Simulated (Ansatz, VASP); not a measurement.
**Two plane-wave programs on Cu**

Contents of INCAR:

```
PREC = Accurate
ENCUT = 520
EDIFF = 1E-6
ISMEAR = -1
SIGMA = 0.1
LREAL = F
LASPH = T
NELM = 60
ALGO = Normal
ISIF = 2
LWAVE = F
LCHARG = F
LDIPOL = T
IDIPOL = 3
DIPOL = 0.5 0.5 0.500
GGA = PE
NBANDS = 36
```

File KPOINTS:

```
regular mesh
0
Gamma
  15 15 1
```

POSCAR

```
Cu
1.0
    2.5665139635      0.0000000000      0.0000000000
   -1.2832569818      2.2226662916      0.0000000000
    0.0000000000      0.0000000000     30.3412000000
Cu
5
Direct
    0.8333333333      0.1666666667      0.3625435331
    0.1666666667      0.8333333333      0.4310404455
    0.5000000000      0.5000000000      0.4999999943
    0.8333333333      0.1666666667      0.5689595471
    0.1666666667      0.8333333333      0.6374564669
```

Input for Ansatz:

```yaml
crystal:
  lattice:
    - [2.5665139635, 0.0, 0.0]
    - [-1.2832569818, 2.2226662916, 0.0]
    - [0.0, 0.0, 30.3412]
  atoms:
    - { symbol: Cu, position: [0.8333333333, 0.1666666667, 0.3625435331] }
    - { symbol: Cu, position: [0.1666666667, 0.8333333333, 0.4310404455] }
    - { symbol: Cu, position: [0.5, 0.5, 0.4999999943] }
    - { symbol: Cu, position: [0.8333333333, 0.1666666667, 0.5689595471] }
    - { symbol: Cu, position: [0.1666666667, 0.8333333333, 0.6374564669] }
kpoints:
  mp_grid: { grid: [15, 15, 1] }
scf:
  occupations: { method: fermi_dirac, width: 0.1 }
hamiltonian:
  xc: pbe
  pseudopotentials: { kind: paw }
output:
  forces: true
  stress: true
  eigenvalues: true
efield:
  axis: 3
  amplitude: 0
  dipole_correction: true
```

Alike in both runs: task single point; functional PBE; k mesh 15 × 15 × 1; occupations fermi-dirac, width 0.1 eV; no spin polarisation.

|  | VASP | Ansatz |
| --- | --- | --- |
| version | VASP 6.6.1 | Ansatz 0.2.0 |
| potentials or method | VASP PAW PBE potentials, release 64 (Cu) | PAW with Ansatz's default frozen-core files, scalar-relativistic |
| plane-wave cutoff (eV) | 520 | 420 |
| valence electrons in the cell | 55 | 95 |

Ansatz gave:

* rms of the force components (eV/Å): 0.001

Q: What did VASP give for the same quantities?

A: rms of the force components (eV/Å): 0.007.

Atom by atom the forces differ by 0.007 eV/Å (rms over components). VASP's potentials hold 55 valence electrons a cell and Ansatz's 95, so a difference there can come from the potentials and not from the codes.
